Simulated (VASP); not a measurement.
A run of VASP 6.6.1 is set up as follows.

The input INCAR:

```
SYSTEM = K
PREC = Accurate ; ENCUT = 600
EDIFF = 1E-6 ; ISMEAR = 0
SIGMA = 0.1 ; LREAL = .False.
LASPH = .True. ; NELM = 60
ALGO = Fast ; ISIF = 4
LWAVE = .False. ; LCHARG = .False.
GGA = PE ; IVDW = 12
IBRION = 2 ; NSW = 50
EDIFFG = -0.01
```

File KPOINTS:

```
regular mesh
0
Gamma
  12 12 6
  0 0 0
```

File POSCAR:

```
K
1.0
    4.5602153222      0.0000000000      0.0000000000
   -2.2801076611      3.9492623157      0.0000000000
    0.0000000000      0.0000000000      7.4581633030
K
2
Direct
    0.3333333333      0.6666666667      0.2500000000
    0.6666666667      0.3333333333      0.7500000000
```

Potentials or basis: VASP PAW PBE potentials, release 64 (K_sv).

Run with:

```console
$ cat potpaw_PBE.64/K_sv/POTCAR > POTCAR
$ mpirun -np 1 vasp_std > vasp.out
```

Question: What does it give for the dispersion energy per atom?

Answer: -0.124 eV.

Question: What does it give for the band gap on the k mesh?

Answer: Zero (bands 9 and 10 overlap by 2.74 eV).

Final structure:
```
CELL_PARAMETERS angstrom
4.56022 0.00000 0.00000
-2.28011 3.94926 0.00000
0.00000 0.00000 7.45816
ATOMIC_POSITIONS crystal
K 0.33333 0.66667 0.25000
K 0.66667 0.33333 0.75000
```
